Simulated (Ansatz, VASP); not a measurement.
## One calculation of BaS, two programs

```xyz
2
Lattice="0.0000 2.9383 3.0660 2.9383 0.0000 3.0660 2.9383 2.9383 0.0000" Properties=species:S:1:pos:R:3 pbc="T T T"
Ba    0.0000    0.0000    0.0000
S     2.9383    2.9383    3.0660
```

Change from the starting cell: strain -0.080 along x and y, -0.040 along z, atoms carried along.

Alike in both runs: task single point; functional r2SCAN; k mesh 6 × 6 × 6; occupations gaussian, width 0.05 eV; no spin polarisation.

|  | VASP | Ansatz |
| --- | --- | --- |
| version | VASP 6.6.1 | Ansatz 0.2.0 |
| potentials or method | VASP PAW PBE potentials, release 64 (Ba_sv, S), cutoff 520 eV | scalar-relativistic, plane waves, PAW |
| valence electrons in the cell | 16 | 16 |

VASP gave:

```
gap on the k mesh at the Fermi level (eV)                     : 1.75
least direct gap on the mesh (eV)                             : 1.75
pressure (GPa)                                                : 18.2
traceless stress, the component that is largest in VASP (GPa) : -6.37
```

Q: Which values does Ansatz return?

A: gap on the k mesh at the Fermi level (eV): 1.85; least direct gap on the mesh (eV): 1.85; pressure (GPa): 16.9; traceless stress, the component that is largest in VASP (GPa): -5.94.

VASP's potentials were made for PBE, not for r2SCAN. With one functional, cell and mesh, what is left measures potentials, basis and numerics.

Spin-orbit coupling is off throughout.
